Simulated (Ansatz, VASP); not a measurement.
# Two plane-wave programs on Hf

```xyz
2
Lattice="3.1987 0.0000 0.0000 -1.5994 2.7702 0.0000 0.0000 0.0000 5.0505" Properties=species:S:1:pos:R:3 pbc="T T T"
Hf    0.0000    1.8468    1.2626
Hf    1.5994    0.9234    3.7879
```

Alike in both runs: task single point; functional r2SCAN; k mesh 11 × 11 × 6; occupations methfessel-paxton of order 1, width 0.03 eV; no spin polarisation.

```csv
,VASP,Ansatz
version,VASP 6.6.1,Ansatz 0.2.0
potentials or method,"VASP PAW PBE potentials, release 64 (Hf_pv), cutoff 520 eV","plane waves (500 eV) with PAW, scalar-relativistic"
valence electrons in the cell,20,52
```

|  | VASP | Ansatz | Ansatz less VASP |
| --- | --- | --- | --- |
| pressure (GPa) | -0.6 | 0.0 | +0.63 |
| traceless stress, the component that is largest in VASP (GPa) | -0.07 | 0.07 | +0.136 |

VASP's potentials were made for PBE, not for r2SCAN. With one functional, cell and mesh, what is left measures potentials, basis and numerics. VASP's potentials hold 20 valence electrons a cell and Ansatz's 52, so a difference there can come from the potentials and not from the codes.

Spin-orbit coupling is off throughout.
